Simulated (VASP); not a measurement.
# H4CO in VASP: notebook

The runs below take H4CO through single point, with PBE+D3(BJ).

Everything below comes from runs of VASP 6.6.1. Logs are shortened: lines on timing, memory, paths and dates and some standing lists are left out, and cuts for length are marked.

### Step 1. The cell of the first run

The cell holds a disordered packing, 36 atoms: a = 7.380 Å, b = 7.380 Å, c = 7.380 Å, α = 90.00°, β = 90.00°, γ = 90.00°.

### Step 2. Single point, PBE+D3(BJ)

File INCAR:

```
SYSTEM = H4CO
PREC = Accurate
ENCUT = 520
EDIFF = 1E-6
ISMEAR = -1
SIGMA = 0.05
LREAL = Auto
LASPH = .TRUE.
NELM = 60
ALGO = Normal
ISIF = 2
LWAVE = .FALSE.
LCHARG = .TRUE.
GGA = PE
IVDW = 12
LELF = .TRUE.
LVHAR = .TRUE.
NBANDS = 66
```

File KPOINTS:

```
Automatic mesh
0
G
  1 1 1
  0 0 0
```

File POSCAR:

```
H4CO
1.0
    7.3803230000      0.0000000000      0.0000000000
    0.0000000000      7.3803230000      0.0000000000
    0.0000000000      0.0000000000      7.3803230000
C O H
6 6 24
Direct
    0.1405027812      0.6128183262      0.4355773088
    0.7390816272      0.5108717178      0.7172139275
    0.7525228555      0.2896609500      0.2060113757
    0.2048740387      0.2207710559      0.6645024736
    0.5218160380      0.8516668937      0.2052077893
    0.0164536343      0.8964008987      0.9667065485
    0.0957177422      0.7796930336      0.5239010052
    0.6391551069      0.3480182474      0.6846800969
    0.6109979092      0.3558326238      0.3205462742
    0.2779716207      0.3541175114      0.7815283146
    0.6426681432      0.7141591609      0.2692365583
   -0.0645595879      0.7396377813      1.0505604395
    0.0377161978      0.5138371871      0.4765479458
    0.1901733693      0.8671066653      0.4950817300
    0.1357246921      0.6275123433      0.2871384693
    0.2735820181      0.5620205375      0.4797571422
    0.6744205476      0.5859176021      0.8290025765
    0.6312629679      0.3354177763      0.5499245863
    0.8813998664      0.4789182189      0.7539620907
    0.7407496225      0.5982120933      0.5962697162
    0.7892798179      0.1526208604      0.2507461210
    0.6016085529      0.4886756325      0.2960876200
    0.7067845542      0.2826512440      0.0636262655
    0.8745939173      0.3754787894      0.2144046949
    0.0570722527      0.2169729648      0.6834238301
    0.4099878165      0.3588379680      0.7559307251
    0.2316439829      0.2510502473      0.5202610464
    0.2594011946      0.0843968617      0.6948032804
    0.3819126579      0.8070712486      0.2262418157
    0.7588597806      0.7298856060      0.2028083499
    0.5440550481      0.9800746414      0.2788447854
    0.5406286266      0.8755782780      0.0590143172
    0.1359313866      0.9369360276      1.0461625855
   -0.0738817278      0.6458735782      0.9588200908
    0.0573786861      0.8651657280      0.8274515015
   -0.0814343378      1.0091209997      0.9643224016
```

Potentials or basis: VASP PAW PBE potentials, release 64 (C, O, H).

Command:

```bash
$ cat potpaw_PBE.64/C/POTCAR potpaw_PBE.64/O/POTCAR potpaw_PBE.64/H/POTCAR > POTCAR
$ mpirun -np 1 vasp_gam > vasp.out
```

OUTCAR:

```text
SYSTEM = H4CO
   PREC = Accurate
   ENCUT = 520
   EDIFF = 1E-6
   ISMEAR = -1
   LREAL = Auto
   LASPH = .TRUE.
   NELM = 60
   ISIF = 2
   GGA = PE
   IVDW = 12
 IVDW          = 12

 ion  position               nearest neighbor table
   1  0.141  0.613  0.436-  13 1.10  16 1.10  15 1.10   7 1.43
   2  0.739  0.511  0.717-  20 1.10  17 1.10  19 1.11   8 1.43
   3  0.753  0.290  0.206-  21 1.10  24 1.10  23 1.10   9 1.43
   4  0.205  0.221  0.665-  25 1.10  27 1.11  28 1.11  10 1.42
   5  0.522  0.852  0.205-  29 1.09  32 1.10  31 1.10  11 1.43
   6  0.016  0.896  0.967-  35 1.10  33 1.10  36 1.10  12 1.44
   7  0.096  0.780  0.524-  14 0.97   1 1.43
   8  0.639  0.348  0.685-  18 1.00   2 1.43
   9  0.611  0.356  0.321-  22 1.00   3 1.43
  10  0.278  0.354  0.782-  26 0.99   4 1.42
  11  0.643  0.714  0.269-  30 0.99   5 1.43
  12  0.935  0.740  0.051-  34 0.97   6 1.44
  13  0.038  0.514  0.477-   1 1.10
  14  0.190  0.867  0.495-   7 0.97
  15  0.136  0.628  0.287-   1 1.10
  16  0.274  0.562  0.480-   1 1.10
  17  0.674  0.586  0.829-   2 1.10
  18  0.631  0.335  0.550-   8 1.00
[... 16 lines left out ...]
  35  0.057  0.865  0.827-   6 1.10
  36  0.919  0.009  0.964-   6 1.10

  LATTYP: Found a simple cubic cell.
 ALAT       =     7.3803230000

  Lattice vectors:

 A1 = (   7.3803230000,   0.0000000000,   0.0000000000)
 A2 = (   0.0000000000,   7.3803230000,   0.0000000000)
 A3 = (   0.0000000000,   0.0000000000,   7.3803230000)

Analysis of symmetry for initial positions (statically):
=====================================================================
 Subroutine PRICEL returns:
 Original cell was already a primitive cell.

 Routine SETGRP: Setting up the symmetry group for a
 simple cubic supercell.

 Subroutine GETGRP returns: Found  1 space group operations
 (whereof  1 operations were pure point group operations)
 out of a pool of 48 trial point group operations.

The static configuration has the point symmetry C_1 .

Analysis of symmetry for dynamics (positions and initial velocities):
=====================================================================
 Subroutine PRICEL returns:
 Original cell was already a primitive cell.

 Routine SETGRP: Setting up the symmetry group for a
 simple cubic supercell.

 Subroutine GETGRP returns: Found  1 space group operations
 (whereof  1 operations were pure point group operations)
 out of a pool of 48 trial point group operations.

The dynamic configuration has the point symmetry C_1 .

 Subroutine INISYM returns: Found  1 space group operations
 (whereof  1 operations are pure point group operations),
 and found     1 'primitive' translations

----------------------------------------------------------------------------------------

                                     Primitive cell

  volume of cell :     402.0001

  direct lattice vectors                    reciprocal lattice vectors
     7.380323000  0.000000000  0.000000000     0.135495425  0.000000000  0.000000000
     0.000000000  7.380323000  0.000000000     0.000000000  0.135495425  0.000000000
     0.000000000  0.000000000  7.380323000     0.000000000  0.000000000  0.135495425

  length of vectors
     7.380323000  7.380323000  7.380323000     0.135495425  0.135495425  0.135495425

  position of ions in fractional coordinates (direct lattice)
     0.140502781  0.612818326  0.435577309
     0.739081627  0.510871718  0.717213927
     0.752522855  0.289660950  0.206011376
     0.204874039  0.220771056  0.664502474
     0.521816038  0.851666894  0.205207789
     0.016453634  0.896400899  0.966706548
[... 28 lines left out ...]
     0.057378686  0.865165728  0.827451502
     0.918565662  0.009121000  0.964322402

  ion indices of the primitive-cell ions
   primitive index   ion index
                 1           1
                 2           2
                 3           3
                 4           4
                 5           5
                 6           6
[... 28 lines left out ...]
                35          35
                36          36

[... 47 lines left out ...]
   TEBEG  =    0.0;   TEEND  =   0.0 temperature during run
   PSTRESS=    0.0 pullay stress
   NELECT =      84.0000    total number of electrons
   NUPDOWN=      -1.0000    fix difference up-down
   EMIN   =  10.00;   EMAX   =-10.00  energy-range for DOS
   EFERMI =   0.00;   METHOD = LEGACY
   ISMEAR =    -1;   SIGMA  =   0.05  broadening in eV -4-tet -1-fermi 0-gaus
   EFERMI_NEDOS =   21; number of points for ismear=-14 and -15
   IALGO  =     38    algorithm
   IMIX   =      4    mixing-type and parameters
     AMIX     =   0.40;   BMIX     =  1.00
     AMIX_MAG =   1.60;   BMIX_MAG =  1.00
  volume/ion in A,a.u.               =      11.17        75.36
  Fermi-wavevector in a.u.,A,eV,Ry     =   0.971462  1.835797 12.840345  0.943739
  Thomas-Fermi vector in A             =   2.101681
   LORBIT       =      0    0 simple, 1 ext, 2 COOP (PROOUT), +10 PAW based schemes
   GGA     = PE    functional components
   LHFCALC =     F    Hartree Fock is set to
   AEXX    =    0.0000 exact exchange contribution
   IVDW    =    12    specifies the selected vdW correction
   LEPSILON=     F    determine dielectric tensor
   LRPA    =     F    only Hartree local field effects (RPA)
 non-spin polarized calculation
  energy-cutoff  :      520.00
  volume of cell :      402.00
 maximum number of plane-waves:      5414
 NGX is ok and might be reduce to    54
   NGX = 27   NGY = 27   NGZ = 27

 number of electron      84.0000000 magnetization

 Free energy of the ion-electron system (eV)
  ---------------------------------------------------
  ext. energy  EPLUGINS =         0.00000000
  ---------------------------------------------------
  free energy    TOTEN  =      -182.80231888 eV

  energy without entropy =     -182.80231888  energy(sigma->0) =     -182.80231888

 E-fermi :  -1.6375     XC(G=0):  -6.3334

 val. band max:       -2.8822352635   @ k =   0.0000   0.0000   0.0000
 cond. band min:       1.7775596438   @ k =   0.0000   0.0000   0.0000
 fundamental gap:      4.6597949074
 Fermi energy:        -1.6375255055

 k-point     1 :       0.0000    0.0000    0.0000
  band No.  band energies     occupation
      1     -23.1563      2.00000
      2     -22.8175      2.00000
      3     -22.5522      2.00000
      4     -22.4896      2.00000
      5     -22.2969      2.00000
      6     -21.8721      2.00000
[... 46 lines left out ...]
     53       5.0594      0.00000
     54       5.1843      0.00000
 [bands above 54 left out]

------------------------ aborting loop because EDIFF is reached ----------------------------------------

 Edisp (eV)   -1.23563

 E8    (eV) :    -0.2679

  FORCE on cell =-STRESS in cart. coord.  units (eV):
  Direction    XX          YY          ZZ          XY          YZ          ZX
  --------------------------------------------------------------------------------------
  -------------------------------------------------------------------------------------
  Total      -1.10548    -0.11571    -0.81719     0.42665     0.13344    -0.10987
  in kB      -4.40592    -0.46118    -3.25694     1.70044     0.53181    -0.43790
  external pressure =       -2.71 kB  Pullay stress =        0.00 kB

 VOLUME and BASIS-vectors are now :
 -----------------------------------------------------------------------------
  energy-cutoff  :      520.00
  volume of cell :      402.00
      direct lattice vectors                 reciprocal lattice vectors
     7.380323000  0.000000000  0.000000000     0.135495425  0.000000000  0.000000000
     0.000000000  7.380323000  0.000000000     0.000000000  0.135495425  0.000000000
     0.000000000  0.000000000  7.380323000     0.000000000  0.000000000  0.135495425

 POSITION                                       TOTAL-FORCE (eV/Angst)
 -----------------------------------------------------------------------------------
      1.03696      4.52280      3.21470         0.083066     -0.049895     -0.074004
      5.45466      3.77040      5.29327         0.004846      0.096702      0.048218
      5.55386      2.13779      1.52043         0.080667     -0.043501     -0.084846
      1.51204      1.62936      4.90424        -0.043511     -0.056258     -0.082226
      3.85117      6.28558      1.51450         0.050109      0.114441     -0.041798
      0.12143      6.61573      7.13461         0.040484      0.219795      0.017147
[... 28 lines left out ...]
      0.42347      6.38520      6.10686         0.016690     -0.002997      0.018034
      6.77931      0.06732      7.11701         0.041988     -0.054820      0.009369
 -----------------------------------------------------------------------------------
    total drift:                               -0.004805     -0.003468      0.029285

  FREE ENERGIE OF THE ION-ELECTRON SYSTEM (eV)
  ---------------------------------------------------
  free  energy   TOTEN  =      -184.0379452706 eV

  energy  without entropy=     -184.0379452705  energy(sigma->0) =     -184.03794527
```

Run time: 2.5 min. Hardware: 1 thread of Intel Xeon Platinum 8259CL at 2.50GHz (Skylake/Cascade Lake), shared host; peak memory 0.38 GiB.

What came out:

```
Free energy                : -184.0379 eV
Pressure                   : -0.3 GPa
Largest force              : 0.224 eV/Å
Band gap on the k mesh     : 4.66 eV
Dispersion energy per atom : -0.034 eV
```

Forces on the atoms (eV/Å):
```
C    0.083 -0.050 -0.074
C    0.005  0.097  0.048
C    0.081 -0.044 -0.085
C   -0.044 -0.056 -0.082
C    0.050  0.114 -0.042
C    0.040  0.220  0.017
O   -0.047  0.162  0.068
O   -0.016 -0.077  0.045
O   -0.031 -0.056  0.089
O   -0.034  0.094  0.064
O    0.012 -0.027  0.037
O   -0.032 -0.065  0.022
H    0.024  0.025 -0.014
H   -0.038 -0.001  0.032
H    0.034 -0.064  0.011
H   -0.019 -0.025 -0.041
H    0.012 -0.034 -0.043
H    0.007 -0.041 -0.101
H   -0.052  0.000 -0.013
H    0.011  0.043  0.085
H   -0.003  0.019  0.020
H   -0.033  0.093  0.005
H   -0.001  0.003 -0.040
H    0.005 -0.018 -0.022
H   -0.003 -0.021  0.026
H    0.079  0.002  0.027
H    0.019 -0.045 -0.012
H   -0.009 -0.046 -0.023
H   -0.027 -0.093  0.061
H    0.002  0.001  0.000
H   -0.060 -0.020 -0.038
H   -0.029  0.047  0.004
H   -0.057  0.033 -0.052
H    0.012 -0.112 -0.007
H    0.017 -0.003  0.018
H    0.042 -0.055  0.009
```

Stress tensor (GPa, compression positive):
```
-0.44  0.17 -0.04
 0.17 -0.05  0.05
-0.04  0.05 -0.33
```

Levels at points of the mesh, in eV from the valence-band top:
| k point | band 39 | band 40 | band 41 | band 42 | band 43 | band 44 | band 45 | band 46 |
| --- | --- | --- | --- | --- | --- | --- | --- | --- |
| (0.00, 0.00, 0.00) | -0.68 | -0.61 | -0.41 | 0.00 | 4.66 | 5.83 | 5.83 | 6.24 |

Caveat: the k points lie up to 0.85 Å⁻¹ apart.

(Continued in part 2 of 2.)
